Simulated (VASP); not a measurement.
# Cr (Cmcm) in VASP: a series of runs

Runs on Cr. Level: PBE. Tasks: single point.

All numbers are computed with VASP 6.6.1; they aren't measurements. Logs are shortened: lines on timing, memory, paths and dates and some standing lists are left out, and cuts for length are marked.

## Step 1: The cell of the first run

It takes space group Cmcm (No. 63, orthorhombic). The conventional cell has a = 2.309 Å, b = 4.967 Å, c = 4.091 Å, α = 90.00°, β = 90.00°, γ = 90.00°. Within 3.1 Å of Cr (site symmetry m2m) lie 12 Cr at 2.31 to 2.74 Å.

## Step 2: Single point, PBE, collinear spin, ferromagnetic start (11.73 Å³/atom)

File INCAR:

```
PREC     = Accurate       # precision mode
ENCUT    = 520            # plane-wave cutoff, eV
EDIFF    = 1E-6           # SCF threshold, eV
ISMEAR   = -1             # smearing method
SIGMA    = 0.05           # smearing width, eV
LREAL    = F              # projectors in reciprocal space
LASPH    = T              # aspherical terms in the spheres
NELM     = 150            # most SCF steps
ALGO     = Normal         # electronic algorithm
ISIF     = 2              # what is computed and relaxed
LWAVE    = F              # write WAVECAR
LCHARG   = F              # write CHGCAR
ISPIN    = 2              # spin polarisation
MAGMOM   = 3 3            # initial moments
LORBIT   = 11             # projections on sites
LMAXMIX  = 4              # l up to which the mixer works
GGA      = PE             # functional
NBANDS   = 23             # bands
```

File KPOINTS:

```
regular mesh
0
Gamma
  13 13 7
```

File POSCAR:

```
Cr
1.0
    1.1546470873     -2.4833635108      0.0000000000
    1.1546470873      2.4833635108      0.0000000000
    0.0000000000      0.0000000000      4.0912274896
Cr
2
Direct
    0.8705325800      0.1294674200      0.7500000000
    0.1294674200      0.8705325800      0.2500000000
```

Potentials or basis: VASP PAW PBE potentials, release 64 (Cr_pv).

Started as:

```sh
$ cat potpaw_PBE.64/Cr_pv/POTCAR > POTCAR
$ mpirun -np 1 vasp_std > vasp.out
```

OUTCAR:

```text
PREC = Accurate
   ENCUT = 520
   EDIFF = 1E-6
   ISMEAR = -1
   LREAL = F
   LASPH = T
   NELM = 150
   ISIF = 2
   ISPIN = 2
   LORBIT = 11
   GGA = PE

 ion  position               nearest neighbor table
   1  0.871  0.129  0.750-   2 2.42   2 2.42   2 2.64   2 2.64   2 2.64   2 2.64
   2  0.129  0.871  0.250-   1 2.42   1 2.42   1 2.64   1 2.64   1 2.64   1 2.64

  LATTYP: Found a base centered orthorhombic cell.
 ALAT       =     2.3092941746
 B/A-ratio  =     2.1507554456
 C/A-ratio  =     1.7716354783

  Lattice vectors:

 A1 = (   1.1546470873,  -2.4833635108,   0.0000000000)
 A2 = (   1.1546470873,   2.4833635108,   0.0000000000)
 A3 = (   0.0000000000,   0.0000000000,   4.0912274896)

Analysis of symmetry for initial positions (statically):
=====================================================================
 Subroutine PRICEL returns:
 Original cell was already a primitive cell.

 Routine SETGRP: Setting up the symmetry group for a
 base centered orthorhombic supercell.

 Subroutine GETGRP returns: Found  8 space group operations
 (whereof  4 operations were pure point group operations)
 out of a pool of  8 trial point group operations.

The static configuration has the point symmetry C_2h.
 The point group associated with its full space group is D_2h.

Analysis of symmetry for dynamics (positions and initial velocities):
=====================================================================
 Subroutine PRICEL returns:
 Original cell was already a primitive cell.

 Routine SETGRP: Setting up the symmetry group for a
 base centered orthorhombic supercell.

 Subroutine GETGRP returns: Found  8 space group operations
 (whereof  4 operations were pure point group operations)
 out of a pool of  8 trial point group operations.

The dynamic configuration has the point symmetry C_2h.
 The point group associated with its full space group is D_2h.

Analysis of structural, dynamic, and magnetic symmetry:
=====================================================================
 Subroutine PRICEL returns:
 Original cell was already a primitive cell.

 Routine SETGRP: Setting up the symmetry group for a
 base centered orthorhombic supercell.

 Subroutine GETGRP returns: Found  8 space group operations
 (whereof  4 operations were pure point group operations)
 out of a pool of  8 trial point group operations.

The overall configuration has the point symmetry C_2h.
 The point group associated with its full space group is D_2h.

[... 119 lines left out ...]
  volume/ion in A,a.u.               =      11.73        79.17
  Fermi-wavevector in a.u.,A,eV,Ry     =   1.649507  3.117116 37.019733  2.720874
  Thomas-Fermi vector in A             =   2.738615
   LORBIT       =     11    0 simple, 1 ext, 2 COOP (PROOUT), +10 PAW based schemes
   GGA     = PE    functional components
   LHFCALC =     F    Hartree Fock is set to
   AEXX    =    0.0000 exact exchange contribution
   IVDW    =     0    specifies the selected vdW correction
   LEPSILON=     F    determine dielectric tensor
   LRPA    =     F    only Hartree local field effects (RPA)
 spin polarized calculation
  energy-cutoff  :      520.00
  volume of cell :       23.46
 maximum number of plane-waves:       656
   NGX = 11   NGY = 11   NGZ = 15

 number of electron      23.9999989 magnetization      -0.0001185

 number of electron      23.9999989 magnetization       0.0000646

 Free energy of the ion-electron system (eV)
  ---------------------------------------------------
  ext. energy  EPLUGINS =         0.00000000
  ---------------------------------------------------
  free energy    TOTEN  =       -18.38991167 eV

  energy without entropy =      -18.36591059  energy(sigma->0) =      -18.37791113

 E-fermi :  10.7240     XC(G=0): -13.5539

 val. band max:       10.7213317630   @ k =   0.2308  -0.0000   0.0000
 cond. band min:      10.7243011561   @ k =   0.3077   0.0000   0.4286
 fundamental gap:      0.0029693931
 Fermi energy:        10.7240015799

 spin component 1

 k-point     1 :       0.0000    0.0000    0.0000
  band No.  band energies     occupation
      1     -32.7235      1.00000
      2     -32.2108      1.00000
      3     -31.9766      1.00000
      4     -31.8228      1.00000
      5     -31.7361      1.00000
      6     -31.7255      1.00000
[... 613 lines left out ...]
     22      22.3403      0.00000
     23      23.2152      0.00000

 [... further k-points ...]

 spin component 2

 k-point     1 :       0.0000    0.0000    0.0000
  band No.  band energies     occupation
      1     -32.7235      1.00000
      2     -32.2108      1.00000
      3     -31.9766      1.00000
      4     -31.8228      1.00000
      5     -31.7361      1.00000
      6     -31.7254      1.00000
[... 613 lines left out ...]
     22      22.3403      0.00000
     23      23.2152      0.00000

 [... further k-points ...]

------------------------ aborting loop because EDIFF is reached ----------------------------------------

  FORCE on cell =-STRESS in cart. coord.  units (eV):
  Direction    XX          YY          ZZ          XY          YZ          ZX
  --------------------------------------------------------------------------------------
  -------------------------------------------------------------------------------------
  Total        0.2821605     -0.1136938      0.7494375      0.0000000      0.0000000      0.0000000
  in kB       19.2678678     -7.7637948     51.1767651      0.0000000      0.0000000      0.0000000
  external PRESSURE =      20.8936127 kB  Pullay stress =       0.0000000 kB

 VOLUME and BASIS-vectors are now :
 -----------------------------------------------------------------------------
  energy-cutoff  :      520.00
  volume of cell :       23.46
      direct lattice vectors                 reciprocal lattice vectors
     1.154647087 -2.483363511  0.000000000     0.433032747 -0.201339835  0.000000000
     1.154647087  2.483363511  0.000000000     0.433032747  0.201339835  0.000000000
     0.000000000  0.000000000  4.091227490     0.000000000  0.000000000  0.244425421

 POSITION                                       TOTAL-FORCE (eV/Angst)
 -----------------------------------------------------------------------------------
      1.15465     -1.84033      3.06842         0.000000      0.164995      0.000000
      1.15465      1.84033      1.02281         0.000000     -0.164995     -0.000000
 -----------------------------------------------------------------------------------
    total drift:                               -0.000000     -0.000000      0.000000

  FREE ENERGIE OF THE ION-ELECTRON SYSTEM (eV)
  ---------------------------------------------------
  free  energy   TOTEN  =       -18.3899116685 eV

  energy  without entropy=      -18.3659105944  energy(sigma->0) =      -18.37791113

 total charge

# of ion       s       p       d       tot
------------------------------------------
    1        0.437   6.380   4.252  11.069
    2        0.437   6.380   4.252  11.069
--------------------------------------------------
tot          0.875  12.760   8.505  22.139

 magnetization (x)

# of ion       s       p       d       tot
------------------------------------------
    1        0.000   0.000   0.000   0.000
    2        0.000   0.000   0.000   0.000
--------------------------------------------------
tot          0.000   0.000   0.000   0.000
```

stdout:

```text
POSCAR found type information on POSCAR Cr
 POSCAR found :  1 types and       2 ions
 scaLAPACK will be used
 LDA part: xc-table for (Slater+PW92), standard interpolation
 POSCAR, INCAR and KPOINTS ok, starting setup
 FFT: planning ... GRIDC
 FFT: planning ... GRID_SOFT
 FFT: planning ... GRID
 WAVECAR not read
 entering main loop
```

Wall time 2.8 min (1 thread of Intel Xeon 8259CL, shared host); peak memory 0.26 GiB.

What came out:

- Free energy: -18.3899 eV
- Pressure: 2.1 GPa
- Largest force: 0.165 eV/Å
- Band gap on the k mesh: zero (filled and empty bands overlap)
- Net moment: 0.00 μB per cell
- Valence electrons inside the program's atomic spheres: Cr 11.07

Forces in eV/Å, atoms in the order of the input:
```
Cr   0.000  0.165  0.000
Cr   0.000 -0.165  0.000
```

Stress tensor (GPa, compression positive):
```
 1.93  0.00  0.00
 0.00 -0.78  0.00
 0.00  0.00  5.12
```

Caveat: the stress differs along the axes, from -1 to 5 GPa; an empty level that is flat over the whole mesh can mark a ghost state of the potentials, or a narrow d or f band; the moments typed at the start vanished in this run.

## Step 3: Single point, PBE, collinear spin, ferromagnetic start (11.96 Å³/atom)

This run uses another cell than the first one, of 11.96 Å³/atom.

File INCAR:

```
ALGO     = Normal         # electronic algorithm
EDIFF    = 1E-6           # SCF threshold, eV
ENCUT    = 520            # plane-wave cutoff, eV
GGA      = PE             # functional
ISIF     = 2              # what is computed and relaxed
ISMEAR   = -1             # smearing method
ISPIN    = 2              # spin polarisation
LASPH    = True           # aspherical terms in the spheres
LCHARG   = False          # write CHGCAR
LMAXMIX  = 4              # l up to which the mixer works
LORBIT   = 11             # projections on sites
LREAL    = False          # projectors in reciprocal space
LWAVE    = False          # write WAVECAR
MAGMOM   = 3 3            # initial moments
NBANDS   = 23             # bands
NELM     = 150            # most SCF steps
PREC     = Accurate       # precision mode
SIGMA    = 0.05           # smearing width, eV
```

File KPOINTS:

```
k-points
0
Gamma
  13 13 7
```

File POSCAR:

```
Cr
1.0
    1.1621450058     -2.4994896998      0.0000000000
    1.1621450058      2.4994896998      0.0000000000
    0.0000000000      0.0000000000      4.1177946463
Cr
2
Direct
    0.8705325800      0.1294674200      0.7500000000
    0.1294674200      0.8705325800      0.2500000000
```

Potentials or basis: VASP PAW PBE potentials, release 64 (Cr_pv).

Started as:

```sh
$ cat potpaw_PBE.64/Cr_pv/POTCAR > POTCAR
$ mpirun -np 1 vasp_std > vasp.out
```

Run time: 3.2 min. Hardware: 1 thread of Intel Xeon 8259CL, shared host; peak memory 0.27 GiB.

Results (log left out):

| Item | Value |
| --- | --- |
| Free energy | -18.3894 eV |
| Pressure | -2.5 GPa |
| Largest force | 0.152 eV/Å |
| Band gap on the k mesh | zero (filled and empty bands overlap) |
| Net moment | 0.00 μB per cell |
| Valence electrons inside the program's atomic spheres | Cr 11.03 |

Forces on the atoms (eV/Å):
```
Cr   0.000  0.152  0.000
Cr   0.000 -0.152  0.000
```

Stress tensor (GPa, compression positive):
```
-2.90  0.00  0.00
 0.00 -5.07  0.00
 0.00  0.00  0.40
```

Levels at points of the mesh, in eV from the Fermi level:
Spin up:
```csv
k point,band 8,band 9,band 10,band 11,band 12,band 13,band 14,band 15,band 16,band 17
"(0.00, 0.00, 0.00)",-4.14,-2.05,-1.84,-0.81,0.18,0.93,0.98,1.01,1.63,1.77
```
Spin down:
| k point | band 10 | band 11 | band 12 | band 13 | band 14 | band 15 |
| --- | --- | --- | --- | --- | --- | --- |
| (0.00, 0.00, 0.00) | -1.84 | -0.81 | 0.18 | 0.93 | 0.98 | 1.01 |

Caveat: the stress differs along the axes, from -5 to 0 GPa; an empty level that is flat over the whole mesh can mark a ghost state of the potentials, or a narrow d or f band; the moments typed at the start vanished in this run.

## Step 4: Single point, PBE, collinear spin, ferromagnetic start (12.19 Å³/atom)

This run uses another cell than the first one, of 12.19 Å³/atom.

File INCAR:

```
PREC     = Accurate       # precision mode
ENCUT    = 520            # plane-wave cutoff, eV
EDIFF    = 1E-6           # SCF threshold, eV
ISMEAR   = -1             # smearing method
SIGMA    = 0.05           # smearing width, eV
LREAL    = F              # projectors in reciprocal space
LASPH    = T              # aspherical terms in the spheres
NELM     = 150            # most SCF steps
ALGO     = Normal         # electronic algorithm
ISIF     = 2              # what is computed and relaxed
LWAVE    = F              # write WAVECAR
LCHARG   = F              # write CHGCAR
ISPIN    = 2              # spin polarisation
MAGMOM   = 3 3            # initial moments
LORBIT   = 11             # projections on sites
LMAXMIX  = 4              # l up to which the mixer works
GGA      = PE             # functional
NBANDS   = 23             # bands
```

File KPOINTS:

```
regular mesh
0
Gamma
  13 13 7
```

File POSCAR:

```
Cr
1.0
    1.1695474029     -2.5154104456      0.0000000000
    1.1695474029      2.5154104456      0.0000000000
    0.0000000000      0.0000000000      4.1440233448
Cr
2
Direct
    0.8705325800      0.1294674200      0.7500000000
    0.1294674200      0.8705325800      0.2500000000
```

Started as:

```sh
$ cat potpaw_PBE.64/Cr_pv/POTCAR > POTCAR
$ mpirun -np 1 vasp_std > vasp.out
```

Run time: 3.4 min. Hardware: 1 thread of Intel Xeon 8259CL, shared host; peak memory 0.27 GiB.

It converged, with:

```yaml
Free_energy: -18.3763 eV
Pressure: -6.7 GPa
Largest_force: 0.140 eV/Å
Band_gap_on_the_k_mesh: zero (filled and empty bands overlap)
Net_moment: 0.00 μB per cell
Valence_electrons_inside_the_program's_atomic_spheres: Cr 10.99
```

Forces in eV/Å, atoms in the order of the input:
```
Cr   0.000  0.140  0.000
Cr   0.000 -0.140  0.000
```

Stress tensor (GPa, compression positive):
```
-7.26  0.00  0.00
 0.00 -8.93  0.00
 0.00  0.00 -3.88
```

Levels at points of the mesh, in eV from the Fermi level:
Spin up:
```csv
k point,band 9,band 10,band 11,band 12,band 13,band 14,band 15,band 16
"(0.00, 0.00, 0.00)",-2.01,-1.79,-0.79,0.18,0.89,0.96,0.99,1.59
```
Spin down:
| k point | band 9 | band 10 | band 11 | band 12 | band 13 | band 14 | band 15 | band 16 |
| --- | --- | --- | --- | --- | --- | --- | --- | --- |
| (0.00, 0.00, 0.00) | -2.01 | -1.79 | -0.79 | 0.18 | 0.89 | 0.96 | 0.99 | 1.59 |

Caveat: the stress differs along the axes, from -9 to -4 GPa; an empty level that is flat over the whole mesh can mark a ghost state of the potentials, or a narrow d or f band; the moments typed at the start vanished in this run.
